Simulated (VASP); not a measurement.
Here is a VASP 6.6.1 calculation.

INCAR

```
SYSTEM = KF
PREC = Accurate ; ENCUT = 520
EDIFF = 1E-8 ; ISMEAR = -1
SIGMA = 0.03 ; LREAL = .False.
LASPH = .True. ; NELM = 100
ALGO = Normal ; ISIF = 2
LWAVE = .False. ; LCHARG = .False.
GGA = PE ; LEFG = .True.
NBANDS = 15
```

The input KPOINTS:

```
regular mesh
0
Gamma
  9 9 9
  0 0 0
```

File POSCAR:

```
KF
1.0
    0.0000000000      2.2535255668      2.2535255668
    2.2535255668      0.0000000000      2.2535255668
    2.2535255668      2.2535255668      0.0000000000
K F
1 1
Direct
    0.0000000000      0.0000000000      0.0000000000
    0.5000000000      0.5000000000      0.5000000000
```

Potentials or basis: VASP PAW PBE potentials, release 64 (K_sv, F).

Run with:

```console
$ cat potpaw_PBE.64/K_sv/POTCAR potpaw_PBE.64/F/POTCAR > POTCAR
$ mpirun -np 1 vasp_std > vasp.out
```

**Question.** Predict the pressure.

**Answer.** 63.9 GPa.

**Question.** Predict the band gap on the k mesh.

**Answer.** 7.42 eV, indirect (least direct gap 7.54 eV).

Caveat: without QUAD_EFG the Cq values of the log hold for a quadrupole moment of 1 mb, not for the nuclei. A k mesh can miss the band edges.
